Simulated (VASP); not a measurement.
# AlGa3N4 (R3m) in VASP: notebook, part 2 of 3

VASP 6.6.1. The steps go on from the part before.

## Step 3: Single point, LDA (11.28 Å³/atom)

The input, INCAR:

```
PREC = Accurate
ENCUT = 520
EDIFF = 1E-6
ISMEAR = 0
SIGMA = 0.05
LREAL = False
LASPH = True
NELM = 100
ALGO = Normal
ISIF = 2
LWAVE = False
LCHARG = False
GGA = CA
NBANDS = 41
```

The input, KPOINTS:

```
Automatic mesh
0
Gamma
  6 6 6
```

The input, POSCAR:

```
AlGa3N4
1.0
    4.5018408414      0.2808374272      0.2808374272
    0.2808374272      4.5018408414      0.2808374272
    0.2808374272      0.2808374272      4.5018408414
Al Ga N
1 3 4
Direct
    0.0000000000      0.0000000000      0.0000000000
    0.5000000000      0.5000000000      0.0000000000
    0.5000000000      0.0000000000      0.5000000000
    0.0000000000      0.5000000000      0.5000000000
    0.7548078379      0.7548078379      0.2451921621
    0.7548078379      0.2451921621      0.7548078379
    0.2451921621      0.7548078379      0.7548078379
    0.2451921621      0.2451921621      0.2451921621
```

Potentials or basis: VASP PAW LDA potentials, release 64 (Al, Ga_d, N).

Started as:

```
cat potpaw_LDA.64/Al/POTCAR potpaw_LDA.64/Ga_d/POTCAR potpaw_LDA.64/N/POTCAR > POTCAR
mpirun -np 1 vasp_std > vasp.out
```

OUTCAR:

```text
PREC = Accurate
   ENCUT = 520
   EDIFF = 1E-6
   ISMEAR = 0
   LREAL = False
   LASPH = True
   NELM = 100
   ISIF = 2
   GGA = CA

 ion  position               nearest neighbor table
   1  0.000  0.000  0.000-   5 1.84   6 1.84   7 1.84   8 2.15   3 2.98   4 2.98   2 2.98   4 2.98
                             2 2.98   3 2.98
   2  0.500  0.500  0.000-   6 1.88   7 1.88   8 1.89   5 2.21   1 2.98   1 2.98
   3  0.500  0.000  0.500-   5 1.88   7 1.88   8 1.89   6 2.21   1 2.98   1 2.98
   4  0.000  0.500  0.500-   5 1.88   6 1.88   8 1.89   7 2.21   1 2.98   1 2.98
   5  0.755  0.755  0.245-   1 1.84   3 1.88   4 1.88   2 2.21
   6  0.755  0.245  0.755-   1 1.84   2 1.88   4 1.88   3 2.21
   7  0.245  0.755  0.755-   1 1.84   2 1.88   3 1.88   4 2.21
   8  0.245  0.245  0.245-   2 1.89   3 1.89   4 1.89   1 2.15

  LATTYP: Found a trigonal (rhomboedric) cell.
 ALAT       =     4.5193263085
 COS(alpha) =     0.1276635746

  Lattice vectors:

 A1 = (   4.5018408414,   0.2808374272,   0.2808374272)
 A2 = (   0.2808374272,   4.5018408414,   0.2808374272)
 A3 = (   0.2808374272,   0.2808374272,   4.5018408414)

Analysis of symmetry for initial positions (statically):
=====================================================================
 Subroutine PRICEL returns:
 Original cell was already a primitive cell.

 Routine SETGRP: Setting up the symmetry group for a
 trigonal (rhombohedral) supercell.

 Subroutine GETGRP returns: Found  6 space group operations
 (whereof  6 operations were pure point group operations)
 out of a pool of 12 trial point group operations.

The static configuration has the point symmetry C_3v.

Analysis of symmetry for dynamics (positions and initial velocities):
=====================================================================
 Subroutine PRICEL returns:
 Original cell was already a primitive cell.

 Routine SETGRP: Setting up the symmetry group for a
 trigonal (rhombohedral) supercell.

 Subroutine GETGRP returns: Found  6 space group operations
 (whereof  6 operations were pure point group operations)
 out of a pool of 12 trial point group operations.

The dynamic configuration has the point symmetry C_3v.

 Subroutine INISYM returns: Found  6 space group operations
 (whereof  6 operations are pure point group operations),
 and found     1 'primitive' translations

----------------------------------------------------------------------------------------

                                     Primitive cell

  volume of cell :      90.2160

  direct lattice vectors                    reciprocal lattice vectors
     4.501840841  0.280837427  0.280837427     0.223770742 -0.013139751 -0.013139751
     0.280837427  4.501840841  0.280837427    -0.013139751  0.223770742 -0.013139751
     0.280837427  0.280837427  4.501840841    -0.013139751 -0.013139751  0.223770742

  length of vectors
     4.519326308  4.519326308  4.519326308     0.224540979  0.224540979  0.224540979

  position of ions in fractional coordinates (direct lattice)
     0.000000000  0.000000000  0.000000000
     0.500000000  0.500000000  0.000000000
[... 39 lines left out ...]
 Subroutine IBZKPT returns following result:
 ===========================================

 Found     32 irreducible k-points:

 Following reciprocal coordinates:
            Coordinates               Weight
  0.000000  0.000000  0.000000      1.000000
  0.166667 -0.000000 -0.000000      6.000000
  0.333333 -0.000000 -0.000000      6.000000
  0.500000 -0.000000 -0.000000      3.000000
  0.166667  0.166667 -0.000000      6.000000
  0.333333  0.166667 -0.000000     12.000000
[... 16 lines left out ...]
  0.500000  0.500000  0.166667      6.000000
 -0.333333  0.500000  0.166667     12.000000
 [... further k-points ...]
   k-points           NKPTS =     32   k-points in BZ     NKDIM =     32   number of bands    NBANDS=     41
   number of dos      NEDOS =    301   number of ions     NIONS =      8
   total plane-waves  NPLWV =  46656
   dimension x,y,z NGX =    36 NGY =   36 NGZ =   36
   dimension x,y,z NGXF=    72 NGYF=   72 NGZF=   72
   ions per type =               1   3   4
   NGX,Y,Z   is equivalent  to a cutoff of  13.24, 13.24, 13.24 a.u.
   NGXF,Y,Z  is equivalent  to a cutoff of  26.49, 26.49, 26.49 a.u.
 SYSTEM =  unknown system
   PREC   = accura    normal or accurate (medium, high low for compatibility)
   ISTART =      0    job   : 0-new  1-cont  2-samecut
   ICHARG =      2    charge: 1-file 2-atom 10-const
   ISPIN  =      1    spin polarized calculation?
   LNONCOLLINEAR =      F non collinear calculations
   LSORBIT =      F    spin-orbit coupling
   LASPH  =      T    aspherical Exc in radial PAW
   ENCUT  =  520.0 eV  38.22 Ry    6.18 a.u.   8.40  8.40  8.40*2*pi/ulx,y,z
   NELM   =    100;   NELMIN=  2; NELMDL= -5     # of ELM steps
   EDIFF  = 0.1E-05   stopping-criterion for ELM
   LREAL  =      F    real-space projection
   EDIFFG = 0.1E-04   stopping-criterion for IOM
   NSW    =      0    number of steps for IOM
   IBRION =     -1    ionic relax: 0-MD 1-quasi-New 2-CG
   NFREE  =      0    steps in history (QN), initial steepest desc. (CG)
   ISIF   =      2    stress and relaxation
   ISYM   =      2    0-nonsym 1-usesym 2-fastsym
   POTIM  = 0.5000    time-step for ionic-motion
   TEBEG  =    0.0;   TEEND  =   0.0 temperature during run
   PSTRESS=    0.0 pullay stress
   NELECT =      62.0000    total number of electrons
   NUPDOWN=      -1.0000    fix difference up-down
   EMIN   =  10.00;   EMAX   =-10.00  energy-range for DOS
   EFERMI =   0.00;   METHOD = LEGACY
   ISMEAR =     0;   SIGMA  =   0.05  broadening in eV -4-tet -1-fermi 0-gaus
   EFERMI_NEDOS =   21; number of points for ismear=-14 and -15
   IALGO  =     38    algorithm
   IMIX   =      4    mixing-type and parameters
     AMIX     =   0.40;   BMIX     =  1.00
     AMIX_MAG =   1.60;   BMIX_MAG =  1.00
  volume/ion in A,a.u.               =      11.28        76.10
  Fermi-wavevector in a.u.,A,eV,Ry     =   1.444700  2.730086 28.397492  2.087157
  Thomas-Fermi vector in A             =   2.562965
   LORBIT       =      0    0 simple, 1 ext, 2 COOP (PROOUT), +10 PAW based schemes
   GGA     = CA    functional components
   LHFCALC =     F    Hartree Fock is set to
   AEXX    =    0.0000 exact exchange contribution
   IVDW    =     0    specifies the selected vdW correction
   LEPSILON=     F    determine dielectric tensor
   LRPA    =     F    only Hartree local field effects (RPA)
 non-spin polarized calculation
 Gauss-broadening in eV      SIGMA  =   0.05
  energy-cutoff  :      520.00
  volume of cell :       90.22
 maximum number of plane-waves:      2450
 NGX is ok and might be reduce to    36
   NGX = 17   NGY = 17   NGZ = 17

 number of electron      61.9999960 magnetization

 Free energy of the ion-electron system (eV)
  ---------------------------------------------------
  ext. energy  EPLUGINS =         0.00000000
  ---------------------------------------------------
  free energy    TOTEN  =       -55.99711786 eV

  energy without entropy =      -55.99711786  energy(sigma->0) =      -55.99711786

 E-fermi :   5.6368     XC(G=0): -11.8656

 val. band max:        5.4204051201   @ k =   0.0000   0.0000   0.0000
 cond. band min:       6.4036379237   @ k =   0.0000   0.0000   0.0000
 fundamental gap:      0.9832328036
 Fermi energy:         5.6368450517

 k-point     1 :       0.0000    0.0000    0.0000
  band No.  band energies     occupation
      1     -10.5647      2.00000
      2      -9.5922      2.00000
      3      -9.3955      2.00000
      4      -9.3955      2.00000
      5      -8.2955      2.00000
      6      -8.2704      2.00000
[... 1045 lines left out ...]
     40      14.9328      0.00000
     41      15.0628      0.00000

 [... further k-points ...]
[... 5 lines left out ...]
  --------------------------------------------------------------------------------------
  -------------------------------------------------------------------------------------
  Total        0.7963679      0.7963679      0.7963679    -11.1795178    -11.1795178    -11.1795178
  in kB       14.1429747     14.1429747     14.1429747   -198.5409454   -198.5409454   -198.5409454
  external PRESSURE =      14.1429747 kB  Pullay stress =       0.0000000 kB

 VOLUME and BASIS-vectors are now :
 -----------------------------------------------------------------------------
  energy-cutoff  :      520.00
  volume of cell :       90.22
      direct lattice vectors                 reciprocal lattice vectors
     4.501840841  0.280837427  0.280837427     0.223770742 -0.013139751 -0.013139751
     0.280837427  4.501840841  0.280837427    -0.013139751  0.223770742 -0.013139751
     0.280837427  0.280837427  4.501840841    -0.013139751 -0.013139751  0.223770742

 POSITION                                       TOTAL-FORCE (eV/Angst)
 -----------------------------------------------------------------------------------
      0.00000      0.00000      0.00000         0.272112      0.272112      0.272112
      2.39134      2.39134      0.28084         0.249388      0.249388      0.265200
      2.39134      0.28084      2.39134         0.249388      0.265200      0.249388
      0.28084      2.39134      2.39134         0.265200      0.249388      0.249388
      3.67886      3.67886      1.52777        -0.209637     -0.209637     -0.224732
      3.67886      1.52777      3.67886        -0.209637     -0.224732     -0.209637
      1.52777      3.67886      3.67886        -0.224732     -0.209637     -0.209637
      1.24153      1.24153      1.24153        -0.392082     -0.392082     -0.392082
 -----------------------------------------------------------------------------------
    total drift:                                0.000015      0.000015      0.000015

  FREE ENERGIE OF THE ION-ELECTRON SYSTEM (eV)
  ---------------------------------------------------
  free  energy   TOTEN  =       -55.9971178629 eV

  energy  without entropy=      -55.9971178629  energy(sigma->0) =      -55.99711786
```

Run time: 2.3 min. Hardware: 1 thread of Intel Xeon 8259CL, shared host; peak memory 0.23 GiB.

What came out:

| Quantity | Value |
| --- | --- |
| Free energy | -55.9971 eV |
| Pressure | 1.4 GPa |
| Largest force | 0.679 eV/Å |
| Band gap on the k mesh | 0.98 eV |

Forces in eV/Å, atoms in the order of the input:
```
Al   0.272  0.272  0.272
Ga   0.249  0.249  0.265
Ga   0.249  0.265  0.249
Ga   0.265  0.249  0.249
N   -0.210 -0.210 -0.225
N   -0.210 -0.225 -0.210
N   -0.225 -0.210 -0.210
N   -0.392 -0.392 -0.392
```

## Step 4: Single point, LDA (11.28 Å³/atom)

The input, INCAR:

```
  PREC = Accurate
  ENCUT = 520
  EDIFF = 1E-6
  ISMEAR = 0
  SIGMA = 0.05
  LREAL = F
  LASPH = T
  NELM = 100
  ALGO = Normal
  ISIF = 2
  LWAVE = F
  LCHARG = F
  NBANDS = 41
```

The input, KPOINTS:

```
regular mesh
0
Gamma
  6 6 6
```

POSCAR, as its differences from that of step 3:

```diff
@@ -2,5 +2,5 @@
 1.0
-    4.5018408414      0.2808374272      0.2808374272
-    0.2808374272      4.5018408414      0.2808374272
-    0.2808374272      0.2808374272      4.5018408414
+    4.4890746405     -0.1340712303     -0.1340712303
+   -0.1340712303      4.4890746405     -0.1340712303
+   -0.1340712303     -0.1340712303      4.4890746405
 Al Ga N
```

Started as:

```
cat potpaw_LDA.64/Al/POTCAR potpaw_LDA.64/Ga_d/POTCAR potpaw_LDA.64/N/POTCAR > POTCAR
mpirun -np 1 vasp_std > vasp.out
```

Wall time 2.1 min (1 thread of Intel Xeon 8259CL, shared host); peak memory 0.23 GiB.

The run converged. Its results:

* Free energy: -57.5094 eV
* Pressure: -4.2 GPa
* Largest force: 1.265 eV/Å
* Band gap on the k mesh: 1.95 eV

Forces on the atoms (eV/Å):
```
Al  -0.690 -0.690 -0.690
Ga  -0.717 -0.717 -0.642
Ga  -0.717 -0.642 -0.717
Ga  -0.642 -0.717 -0.717
N    0.714  0.714  0.607
N    0.714  0.607  0.714
N    0.607  0.714  0.714
N    0.731  0.731  0.731
```

Stress tensor (GPa, compression positive):
```
-4.18 12.63 12.63
12.63 -4.18 12.63
12.63 12.63 -4.18
```

Levels at points of the mesh, in eV from the valence-band top:
```
           k point  band 28  band 29  band 30  band 31  band 32  band 33  band 34  band 35
(0.00, 0.00, 0.00)    -2.19    -0.27    -0.27     0.00     1.95     3.05     3.06     3.06
(0.50, 0.00, 0.00)    -1.91    -1.65    -1.37    -1.09     4.49     4.57     5.78     5.80
(0.50, 0.50, 0.00)    -1.24    -1.20    -0.94    -0.71     5.97     6.10     6.45     7.01
(0.50, 0.50, 0.50)    -0.92    -0.72    -0.71    -0.71     4.07     4.80     4.80     5.97
```

Caveat: the cell stands under tension; forces of over 1 eV/Å act on the atoms, so gaps and moduli don't describe the material at rest.

(Continued in part 3 of 3.)
